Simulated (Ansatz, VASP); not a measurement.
One calculation of CuO, two programs

The input INCAR:

```
SYSTEM = CuO
PREC = Accurate
ENCUT = 600
EDIFF = 1E-6
ISMEAR = -1
SIGMA = 0.05
LREAL = .False.
LASPH = .True.
NELM = 60
ALGO = Normal
ISIF = 3
LWAVE = .False.
LCHARG = .False.
GGA = PS
IBRION = 2
NSW = 80
EDIFFG = -0.005
```

The input KPOINTS:

```
Automatic mesh
0
Gamma
  8 8 5
  0 0 0
```

The input POSCAR:

```
CuO
1.0
    3.1795331000      0.0000000000      0.0000000000
   -1.5897665500      2.7535564400      0.0000000000
    0.0000000000      0.0000000000      4.4314907300
Cu O
2 2
Direct
    0.0000000000      0.0000000000      0.0000000000
    0.0000000000      0.0000000000      0.5000000000
    0.3333333333      0.6666666667      0.2500000000
    0.6666666667      0.3333333333      0.7500000000
```

input.yaml

```yaml
crystal:
  lattice:
    - [3.1795331, 0.0, 0.0]
    - [-1.58976655, 2.75355644, 0.0]
    - [0.0, 0.0, 4.43149073]
  atoms:
    - { symbol: Cu, position: [0.0, 0.0, 0.0] }
    - { symbol: Cu, position: [0.0, 0.0, 0.5] }
    - { symbol: O, position: [0.3333333333, 0.6666666667, 0.25] }
    - { symbol: O, position: [0.6666666667, 0.3333333333, 0.75] }
kpoints:
  mp_grid: { grid: [8, 8, 5] }
scf:
  occupations: { method: fermi_dirac, width: 0.05 }
hamiltonian:
  xc: pbesol
  pseudopotentials: { kind: all_electron, lapw: { basis_error: 0.002 } }
output:
  forces: true
  stress: true
relax:
  f_tol: 0.005
  max_steps: 60
  cell: {}
```

Alike in both runs: task relaxation of cell and atoms; functional PBEsol; k mesh 8 × 8 × 5; occupations fermi-dirac, width 0.05 eV; no spin polarisation.

|  | VASP | Ansatz |
| --- | --- | --- |
| version | VASP 6.6.1 | Ansatz 0.2.0 |
| potentials or method | VASP PAW PBE potentials, release 64 (Cu, O), cutoff 600 eV | all-electron LAPW, scalar-relativistic |

Ansatz gave:

| Quantity | Value |
| --- | --- |
| relaxed volume (Å³/atom) | 9.22 |
| relaxed cell length with the largest relative difference (Å) | 2.911 |

What did VASP give for the same quantities?

Relaxed volume (Å³/atom): 9.24; relaxed cell length with the largest relative difference (Å): 2.914.

VASP's potentials were made for PBE, not for PBEsol. Ansatz ran all-electron here, and VASP with PAW potentials.

Noted on Ansatz's run: the k mesh is thin for a metal, which can move the energy by tens of meV per atom.
